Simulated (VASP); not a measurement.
# LiAl12 in VASP: further runs

Runs on LiAl12. Level: LDA. Tasks: single point.

Program: VASP 6.6.1. These are calculated values, not measurements. Logs are shortened: lines on timing, memory, paths and dates and some standing lists are left out, and cuts for length are marked.

## (1) The cell of the first run

The cell holds a slab with vacuum, 13 atoms: a = 5.634 Å, b = 5.634 Å, c = 20.032 Å, α = 90.00°, β = 90.00°, γ = 120.00°.

## (2) Single point, LDA

The input, INCAR:

```
PREC     = Accurate       # precision mode
ENCUT    = 520            # plane-wave cutoff, eV
EDIFF    = 1E-6           # SCF threshold, eV
ISMEAR   = 0              # smearing method
SIGMA    = 0.1            # smearing width, eV
LREAL    = False          # projectors in reciprocal space
LASPH    = True           # aspherical terms in the spheres
NELM     = 80             # most SCF steps
ALGO     = Normal         # electronic algorithm
ISIF     = 2              # what is computed and relaxed
LWAVE    = False          # write WAVECAR
LCHARG   = True           # write CHGCAR
LDIPOL   = True         
IDIPOL   = 3            
DIPOL    = 0.5 0.5 0.330
LELF     = True           # ELF
LVHAR    = True         
LVACPOTAV= True         
NBANDS   = 32             # bands
```

The input, KPOINTS:

```
regular mesh
0
Gamma
  6 6 1
```

The input, POSCAR:

```
LiAl12
1.0
    5.6336864727      0.0000000000      0.0000000000
   -2.8168432363      4.8789156023      0.0000000000
    0.0000000000      0.0000000000     20.0321727095
Al Li
12 1
Direct
    0.3333333333      0.1666666667      0.1996787896
    0.3333333333      0.6666666666      0.1996787896
    0.8333333333      0.1666666666      0.1996787896
    0.8333333333      0.6666666666      0.1996787896
    0.1666666667      0.3333333334      0.3128097176
    0.1666666667      0.8333333333      0.3128097176
    0.6666666667      0.3333333333      0.3128097176
    0.6666666667      0.8333333333      0.3128097176
    0.0000000000      0.0000000000      0.4259234799
    0.0000000000      0.5000000000      0.4259234799
    0.5000000000      0.0000000000      0.4259234799
    0.5000000000      0.5000000000      0.4259234799
    0.0000000000      0.2500000000      0.5344519958
```

Potentials or basis: VASP PAW LDA potentials, release 64 (Al, Li_sv).

Command:

```
$ cat potpaw_LDA.64/Al/POTCAR potpaw_LDA.64/Li_sv/POTCAR > POTCAR
$ mpirun -np 1 vasp_std > vasp.out
```

OUTCAR:

```text
PREC = Accurate
   ENCUT = 520
   EDIFF = 1E-6
   ISMEAR = 0
   LREAL = False
   LASPH = True
   NELM = 80
   ISIF = 2

 ion  position               nearest neighbor table
   1  0.333  0.167  0.200-   5 2.79   6 2.79   7 2.79   2 2.82   3 2.82   4 2.82   3 2.82   4 2.82
                             2 2.82
   2  0.333  0.667  0.200-   5 2.79   6 2.79   8 2.79   1 2.82   4 2.82   4 2.82   3 2.82   3 2.82
                             1 2.82
   3  0.833  0.167  0.200-   7 2.79   8 2.79   5 2.79   1 2.82   4 2.82   4 2.82   2 2.82   2 2.82
                             1 2.82
   4  0.833  0.667  0.200-   8 2.79   7 2.79   6 2.79   1 2.82   3 2.82   3 2.82   2 2.82   2 2.82
                             1 2.82
   5  0.167  0.333  0.313-  10 2.79  12 2.79   9 2.79   2 2.79   1 2.79   3 2.79   6 2.82   7 2.82
                             8 2.82   7 2.82   8 2.82   6 2.82
   6  0.167  0.833  0.313-  10 2.79  11 2.79   9 2.79   2 2.79   1 2.79   4 2.79   5 2.82   8 2.82
                             8 2.82   7 2.82   7 2.82   5 2.82
   7  0.667  0.333  0.313-  11 2.79  10 2.79  12 2.79   3 2.79   4 2.79   1 2.79   5 2.82   8 2.82
                             8 2.82   6 2.82   6 2.82   5 2.82
   8  0.667  0.833  0.313-  12 2.79   9 2.79  11 2.79   4 2.79   3 2.79   2 2.79   5 2.82   7 2.82
                             7 2.82   6 2.82   6 2.82   5 2.82
   9  0.000  0.000  0.426-  13 2.59   8 2.79   6 2.79   5 2.79  10 2.82  10 2.82  11 2.82  11 2.82
                            12 2.82  12 2.82
  10  0.000  0.500  0.426-  13 2.59   5 2.79   6 2.79   7 2.79   9 2.82   9 2.82  12 2.82  12 2.82
                            11 2.82  11 2.82
  11  0.500  0.000  0.426-   7 2.79   6 2.79   8 2.79  12 2.82  12 2.82   9 2.82   9 2.82  10 2.82
                            10 2.82
  12  0.500  0.500  0.426-   8 2.79   5 2.79   7 2.79  11 2.82  11 2.82  10 2.82  10 2.82   9 2.82
                             9 2.82
  13  0.000  0.250  0.534-   9 2.59  10 2.59

  LATTYP: Found a hexagonal cell.
 ALAT       =     5.6336864727
 C/A-ratio  =     3.5557840868

  Lattice vectors:

 A1 = (   5.6336864727,   0.0000000000,   0.0000000000)
 A2 = (  -2.8168432363,   4.8789156023,   0.0000000000)
 A3 = (   0.0000000000,   0.0000000000,  20.0321727095)

Analysis of symmetry for initial positions (statically):
=====================================================================
 Subroutine PRICEL returns:
 Original cell was already a primitive cell.

 Routine SETGRP: Setting up the symmetry group for a
 hexagonal supercell.

 Subroutine GETGRP returns: Found  2 space group operations
 (whereof  1 operations were pure point group operations)
 out of a pool of 24 trial point group operations.

The static configuration has the point symmetry C_1 .
 The point group associated with its full space group is C_1h.

Analysis of symmetry for dynamics (positions and initial velocities):
=====================================================================
 Subroutine PRICEL returns:
 Original cell was already a primitive cell.

 Routine SETGRP: Setting up the symmetry group for a
 hexagonal supercell.

 Subroutine GETGRP returns: Found  2 space group operations
 (whereof  1 operations were pure point group operations)
 out of a pool of 24 trial point group operations.

The dynamic configuration has the point symmetry C_1 .
 The point group associated with its full space group is C_1h.

 Subroutine INISYM returns: Found  2 space group operations
 (whereof  1 operations are pure point group operations),
 and found     1 'primitive' translations

----------------------------------------------------------------------------------------

                                     Primitive cell

  volume of cell :     550.6099

  direct lattice vectors                    reciprocal lattice vectors
     5.633686473  0.000000000  0.000000000     0.177503666  0.102481789  0.000000000
    -2.816843236  4.878915602  0.000000000     0.000000000  0.204963578  0.000000000
     0.000000000  0.000000000 20.032172709     0.000000000  0.000000000  0.049919697

  length of vectors
     5.633686473  5.633686473 20.032172709     0.204963578  0.204963578  0.049919697

  position of ions in fractional coordinates (direct lattice)
     0.333333333  0.166666667  0.199678790
     0.333333333  0.666666667  0.199678790
     0.833333333  0.166666667  0.199678790
     0.833333333  0.666666667  0.199678790
     0.166666667  0.333333333  0.312809718
     0.166666667  0.833333333  0.312809718
     0.666666667  0.333333333  0.312809718
     0.666666667  0.833333333  0.312809718
     0.000000000  0.000000000  0.425923480
     0.000000000  0.500000000  0.425923480
     0.500000000  0.000000000  0.425923480
     0.500000000  0.500000000  0.425923480
     0.000000000  0.250000000  0.534451996

  ion indices of the primitive-cell ions
   primitive index   ion index
                 1           1
                 2           2
                 3           3
                 4           4
                 5           5
                 6           6
                 7           7
                 8           8
                 9           9
                10          10
                11          11
                12          12
                13          13

----------------------------------------------------------------------------------------

 KPOINTS: regular mesh

Automatic generation of k-mesh.
 Grid dimensions read from file:
 generate k-points for:    6    6    1

 Generating k-lattice:

  Cartesian coordinates                     Fractional coordinates (reciprocal lattice)
     0.029583944  0.017080298  0.000000000     0.166666667  0.000000000  0.000000000
     0.000000000  0.034160596  0.000000000     0.000000000  0.166666667  0.000000000
     0.000000000  0.000000000  0.049919697     0.000000000  0.000000000  1.000000000

  Length of vectors
     0.034160596  0.034160596  0.049919697

  Shift w.r.t. Gamma in fractional coordinates (k-lattice)
     0.000000000  0.000000000  0.000000000

 Subroutine IBZKPT returns following result:
 ===========================================

 Found     13 irreducible k-points:

 Following reciprocal coordinates:
            Coordinates               Weight
  0.000000  0.000000  0.000000      1.000000
  0.166667 -0.000000  0.000000      2.000000
  0.000000  0.166667  0.000000      4.000000
  0.333333 -0.000000  0.000000      2.000000
  0.000000  0.333333  0.000000      4.000000
  0.500000 -0.000000  0.000000      1.000000
  0.000000  0.500000  0.000000      2.000000
  0.166667  0.166667  0.000000      4.000000
 -0.166667  0.333333  0.000000      2.000000
  0.333333  0.166667  0.000000      4.000000
 -0.166667  0.500000  0.000000      4.000000
  0.500000  0.333333  0.000000      4.000000
  0.333333  0.333333  0.000000      2.000000
   k-points           NKPTS =     13   k-points in BZ     NKDIM =     13   number of bands    NBANDS=     32
   number of dos      NEDOS =    301   number of ions     NIONS =     13
   total plane-waves  NPLWV = 264600
   dimension x,y,z NGX =    42 NGY =   42 NGZ =  150
   dimension x,y,z NGXF=    84 NGYF=   84 NGZF=  300
   ions per type =              12   1
   NGX,Y,Z   is equivalent  to a cutoff of  12.39, 12.39, 12.45 a.u.
   NGXF,Y,Z  is equivalent  to a cutoff of  24.79, 24.79, 24.90 a.u.
 SYSTEM =  unknown system
   PREC   = accura    normal or accurate (medium, high low for compatibility)
   ISTART =      0    job   : 0-new  1-cont  2-samecut
   ICHARG =      2    charge: 1-file 2-atom 10-const
   ISPIN  =      1    spin polarized calculation?
   LNONCOLLINEAR =      F non collinear calculations
   LSORBIT =      F    spin-orbit coupling
   LASPH  =      T    aspherical Exc in radial PAW
   ENCUT  =  520.0 eV  38.22 Ry    6.18 a.u.  10.47 10.47 37.25*2*pi/ulx,y,z
   NELM   =     80;   NELMIN=  2; NELMDL= -5     # of ELM steps
   EDIFF  = 0.1E-05   stopping-criterion for ELM
   LREAL  =      F    real-space projection
   EDIFFG = 0.1E-04   stopping-criterion for IOM
   NSW    =      0    number of steps for IOM
   IBRION =     -1    ionic relax: 0-MD 1-quasi-New 2-CG
   NFREE  =      0    steps in history (QN), initial steepest desc. (CG)
   ISIF   =      2    stress and relaxation
   ISYM   =      2    0-nonsym 1-usesym 2-fastsym
   POTIM  = 0.5000    time-step for ionic-motion
   TEBEG  =    0.0;   TEEND  =   0.0 temperature during run
   PSTRESS=    0.0 pullay stress
   NELECT =      39.0000    total number of electrons
   NUPDOWN=      -1.0000    fix difference up-down
   EMIN   =  10.00;   EMAX   =-10.00  energy-range for DOS
   EFERMI =   0.00;   METHOD = LEGACY
   ISMEAR =     0;   SIGMA  =   0.10  broadening in eV -4-tet -1-fermi 0-gaus
   EFERMI_NEDOS =   21; number of points for ismear=-14 and -15
   IALGO  =     38    algorithm
   IMIX   =      4    mixing-type and parameters
     AMIX     =   0.40;   BMIX     =  1.00
     AMIX_MAG =   1.60;   BMIX_MAG =  1.00
  volume/ion in A,a.u.               =      42.35       285.82
  Fermi-wavevector in a.u.,A,eV,Ry     =   0.677353  1.280011  6.242448  0.458807
  Thomas-Fermi vector in A             =   1.754936
   LORBIT       =      0    0 simple, 1 ext, 2 COOP (PROOUT), +10 PAW based schemes
   GGA     = CA    functional components
   LHFCALC =     F    Hartree Fock is set to
   AEXX    =    0.0000 exact exchange contribution
   IVDW    =     0    specifies the selected vdW correction
   LEPSILON=     F    determine dielectric tensor
   LRPA    =     F    only Hartree local field effects (RPA)
 non-spin polarized calculation
 Gauss-broadening in eV      SIGMA  =   0.10
  energy-cutoff  :      520.00
  volume of cell :      550.61
 maximum number of plane-waves:     14919
 NGX is ok and might be reduce to    42
   NGX = 21   NGY = 21   NGZ = 75

 number of electron      39.0000010 magnetization

 dipolmoment           0.000000      0.000000     -0.274368 electrons x Angstroem

 Free energy of the ion-electron system (eV)
  ---------------------------------------------------
  ext. energy  EPLUGINS =         0.00000000
  ---------------------------------------------------
  free energy    TOTEN  =       -48.98987638 eV

  energy without entropy =      -48.95231510  energy(sigma->0) =      -48.97109574

 E-fermi :   0.8240     XC(G=0):  -4.9419

 val. band max:        0.7964522175   @ k =  -0.1667   0.3333   0.0000
 cond. band min:       0.8533717806   @ k =  -0.1667   0.3333   0.0000
 fundamental gap:      0.0569195631
 Fermi energy:         0.8240458540

 k-point     1 :       0.0000    0.0000    0.0000
  band No.  band energies     occupation
      1     -46.2589      2.00000
      2      -9.9735      2.00000
      3      -8.2320      2.00000
      4      -5.5179      2.00000
      5      -3.9760      2.00000
      6      -3.9684      2.00000
[... 23 lines left out ...]
     30       3.4429      0.00000
     31       3.4575      0.00000
[... 376 lines left out ...]
  band No.  band energies     occupation
      1     -46.2589      2.00000
      2      -7.9400      2.00000
      3      -7.9244      2.00000
      4      -7.9234      2.00000
      5      -6.2518      2.00000
      6      -6.1895      2.00000
[... 23 lines left out ...]
     30       3.9050      0.00000
     31       3.9331      0.00000
 [bands above 31 left out]

------------------------ aborting loop because EDIFF is reached ----------------------------------------

  FORCE on cell =-STRESS in cart. coord.  units (eV):
  Direction    XX          YY          ZZ          XY          YZ          ZX
  --------------------------------------------------------------------------------------
  -------------------------------------------------------------------------------------
  Total       -2.6776127     -2.0713425      0.7857129     -0.5250454      0.0395511      0.0685045
  in kB       -7.7913786     -6.0272398      2.2862854     -1.5277890      0.1150868      0.1993361
  external PRESSURE =      -3.8441110 kB  Pullay stress =       0.0000000 kB

 VOLUME and BASIS-vectors are now :
 -----------------------------------------------------------------------------
  energy-cutoff  :      520.00
  volume of cell :      550.61
      direct lattice vectors                 reciprocal lattice vectors
     5.633686473  0.000000000  0.000000000     0.177503666  0.102481789  0.000000000
    -2.816843236  4.878915602  0.000000000     0.000000000  0.204963578  0.000000000
     0.000000000  0.000000000 20.032172709     0.000000000  0.000000000  0.049919697

 POSITION                                       TOTAL-FORCE (eV/Angst)
 -----------------------------------------------------------------------------------
      1.40842      0.81315      4.00000         0.015083      0.006195     -0.071295
      0.00000      3.25261      4.00000         0.012906      0.009965     -0.071295
      4.22526      0.81315      4.00000        -0.000815     -0.000471     -0.069368
      2.81684      3.25261      4.00000        -0.011278     -0.006511     -0.081651
      0.00000      1.62631      6.26626         0.003862      0.002230      0.045081
     -1.40842      4.06576      6.26626        -0.007991     -0.004613      0.077824
      2.81684      1.62631      6.26626        -0.013689     -0.017979      0.053788
      1.40842      4.06576      6.26626        -0.022415     -0.002866      0.053788
      0.00000      0.00000      8.53217         0.121421     -0.222969     -0.180123
     -1.40842      2.43946      8.53217        -0.132387      0.216638     -0.180123
      2.81684      0.00000      8.53217         0.061106      0.035280      0.213394
      1.40842      2.43946      8.53217        -0.048464     -0.027981      0.216107
     -0.70421      1.21973     10.70623         0.022659      0.013082     -0.006127
 -----------------------------------------------------------------------------------
    total drift:                                0.000158      0.000091     -0.000076

  FREE ENERGIE OF THE ION-ELECTRON SYSTEM (eV)
  ---------------------------------------------------
  free  energy   TOTEN  =       -48.9898763768 eV

  energy  without entropy=      -48.9523151016  energy(sigma->0) =      -48.97109574

 vacuum level on the upper side and lower side of the slab         3.168         4.998
```

Wall time 5 min (1 thread of Intel Xeon 6975P-C (Granite Rapids), shared host); peak memory 0.52 GiB.

Results:

```yaml
Free_energy: -48.9899 eV
Largest_force: 0.311 eV/Å
Band_gap_on_the_k_mesh: zero (an odd number of electrons rules out a gap without spin polarisation)
```

Forces in eV/Å, atoms in the order of the input:
```
Al   0.015  0.006 -0.071
Al   0.013  0.010 -0.071
Al  -0.001  0.000 -0.069
Al  -0.011 -0.007 -0.082
Al   0.004  0.002  0.045
Al  -0.008 -0.005  0.078
Al  -0.014 -0.018  0.054
Al  -0.022 -0.003  0.054
Al   0.121 -0.223 -0.180
Al  -0.132  0.217 -0.180
Al   0.061  0.035  0.213
Al  -0.048 -0.028  0.216
Li   0.023  0.013 -0.006
```

Levels at points of the mesh, in eV from the Fermi level:
```tsv
k point	band 16	band 17	band 18	band 19	band 20	band 21	band 22	band 23
(0.00, 0.00, 0.00)	-2.79	-2.74	-0.58	-0.51	-0.40	-0.27	-0.22	-0.16
(0.50, 0.00, 0.00)	-0.51	-0.49	-0.23	-0.19	0.75	0.93	1.04	1.11
(0.00, 0.50, 0.00)	-0.51	-0.49	-0.24	-0.18	0.80	0.95	1.04	1.05
```

Caveat: the cutoff is under 1.25 times the usual one of these potentials, so pressure, stress and relaxed cells hold a basis-set (Pulay) error.

(Continued in part 2 of 2.)
